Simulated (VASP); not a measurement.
Crystal: Fe.

```
Fe
1.0
     0.00000    1.83443    1.83443
     1.83443    0.00000    1.83443
     1.83443    1.83443    0.00000
Fe
1
Cartesian
  0.0000 0.0000 0.0000
```

| Item | Value |
| --- | --- |
| Program | VASP 6.6.1 |
| Task | relaxation of cell and atoms |
| Functional | PBE |
| Potentials or basis | VASP PAW PBE potentials, release 64 (Fe) |
| Cutoff | 600 eV |
| k mesh | 20 × 20 × 20 |
| Occupations | gaussian, width 0.1 eV |
| Spin | collinear spin, ferromagnetic start |
| Starting moments | [3.01] μB |

At the start: pressure -4.3 GPa; volume 12.35 Å³/atom.

Q: Where does the relaxation end?

A: Over 3 steps the energy falls by 4.2 meV/atom and the volume is 12.04 Å³/atom (-2.5 %); space group Fm-3m (No. 225, to 0.05 Å); moment 2.60 μB per cell.

Step by step:
| step | energy change (eV) | largest force (eV/Å) | pressure (GPa) | volume (Å³) |
| --- | --- | --- | --- | --- |
| 1 | 0.0000 | 0.0000 | -4.29 | 12.35 |
| 2 | -0.0008 | 0.0000 | 3.93 | 11.77 |
| 3 | -0.0042 | 0.0000 | 0.00 | 12.04 |

Final structure:
```yaml
crystal:
  lattice:
    - [0.00000, 1.81911, 1.81911]
    - [1.81911, 0.00000, 1.81911]
    - [1.81911, 1.81911, 0.00000]
  atoms:
    - { symbol: Fe, position: [0.00000, 0.00000, 0.00000] }
```
